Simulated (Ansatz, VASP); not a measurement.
## Two plane-wave programs on BeSn2C2

INCAR

```
SYSTEM = BeSn2C2
PREC     = Accurate       ! precision mode
ENCUT    = 600            ! plane-wave cutoff, eV
EDIFF    = 1E-6           ! SCF threshold, eV
ISMEAR   = 0              ! smearing method
SIGMA    = 0.1            ! smearing width, eV
LREAL    = .FALSE.        ! projectors in reciprocal space
LASPH    = .TRUE.         ! aspherical terms in the spheres
NELM     = 60             ! most SCF steps
ALGO     = Normal         ! electronic algorithm
ISIF     = 3              ! what is computed and relaxed
LWAVE    = .FALSE.        ! write WAVECAR
LCHARG   = .FALSE.        ! write CHGCAR
GGA      = PE             ! functional
IBRION   = 2              ! ionic algorithm
NSW      = 90             ! ionic steps
EDIFFG   = -0.04          ! ionic threshold
```

File KPOINTS:

```
Automatic mesh
0
G
  6 6 4
  0 0 0
```

Contents of POSCAR:

```
BeSn2C2
1.0
    3.8292704793      0.0000000000      0.0000000000
   -1.9146352397      3.3162455130      0.0000000000
    0.0000000000      0.0000000000      6.5013511212
Be Sn C
1 2 2
Direct
    0.0000000000      0.0000000000      0.0000000000
    0.3333333333      0.6666666667      0.2600000000
    0.6666666667      0.3333333333      0.7400000000
    0.3333333333      0.6666666667      0.6200000000
    0.6666666667      0.3333333333      0.3800000000
```

Input for Ansatz:

```yaml
crystal:
  lattice:
    - [3.8292704793, 0.0, 0.0]
    - [-1.9146352397, 3.316245513, 0.0]
    - [0.0, 0.0, 6.5013511212]
  atoms:
    - { symbol: Be, position: [0.0, 0.0, 0.0] }
    - { symbol: Sn, position: [0.3333333333, 0.6666666667, 0.26] }
    - { symbol: Sn, position: [0.6666666667, 0.3333333333, 0.74] }
    - { symbol: C, position: [0.3333333333, 0.6666666667, 0.62] }
    - { symbol: C, position: [0.6666666667, 0.3333333333, 0.38] }
basis:
  ecutwfc: 420
kpoints:
  mp_grid: { grid: [6, 6, 4] }
hamiltonian:
  xc: pbe
scf:
  occupations: { method: gaussian, width: 0.1 }
  lower_state_search: "off"
output:
  forces: true
  stress: true
  eigenvalues: true
relax:
  adjacent_minimum: "off"
  f_tol: 0.04
  max_steps: 70
  cell: { stress_tol: 0.4 }
```

Alike in both runs: task relaxation of cell and atoms; functional PBE; k mesh 6 × 6 × 4; occupations gaussian, width 0.1 eV; no spin polarisation.

|  | VASP | Ansatz |
| --- | --- | --- |
| version | VASP 6.6.1 | Ansatz 0.2.0 |
| potentials or method | VASP PAW PBE potentials, release 64 (Be, Sn_d, C), cutoff 600 eV | scalar-relativistic, plane waves, PAW |
| valence electrons in the cell | 38 | 38 |

VASP gave:

```
gap on the k mesh at the Fermi level, each at its own relaxed structure (eV) : none
relaxed volume (Å³/atom)                                                     : 16.59
relaxed cell length with the largest relative difference (Å)                 : 7.047
```

Question: Estimate Ansatz's values.

Answer: gap on the k mesh at the Fermi level, each at its own relaxed structure (eV): none; relaxed volume (Å³/atom): 16.49; relaxed cell length with the largest relative difference (Å): 7.004.

A gap of «none» marks a metal or a gap that the smearing closes.
